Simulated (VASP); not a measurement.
A run of VASP 6.6.1 is set up as follows.

Contents of INCAR:

```
ALGO = Normal
EDIFF = 1E-6
ENCUT = 500
GGA = PS
GGA_COMPAT = F
ISIF = 2
ISMEAR = 0
LASPH = T
LCHARG = F
LNONCOLLINEAR = T
LORBIT = 11
LORBMOM = T
LREAL = F
LSORBIT = T
LWAVE = F
MAGMOM = 0 0 0 0 0 0
NBANDS = 32
NELM = 200
PREC = Accurate
SIGMA = 0.01
```

Contents of KPOINTS:

```
k-points
0
Gamma
  6 6 6
```

POSCAR

```
TlBr
1.0
    3.8949598866      0.0000000000      0.0000000000
    0.0000000000      3.8949598866      0.0000000000
    0.0000000000      0.0000000000      3.8949598866
Tl Br
1 1
Direct
    0.0000000000      0.0000000000      0.0000000000
    0.5000000000      0.5000000000      0.5000000000
```

Potentials or basis: VASP PAW PBE potentials, release 64 (Tl_d, Br).

Run with:

```bash
$ cat potpaw_PBE.64/Tl_d/POTCAR potpaw_PBE.64/Br/POTCAR > POTCAR
$ mpirun -np 1 vasp_ncl > vasp.out
```

Task: What does it give for the net moment?

Result: 0.00 μB per cell.

Task: What does it give for the pressure?

Result: 0.3 GPa.

Moments on the atoms (μB; x, y, z):
```
Tl  0.00 0.00 0.00
Br  0.00 0.00 0.00
```

Caveat: the PAW data sets were made with another functional, which shifts forces and pressure a little.
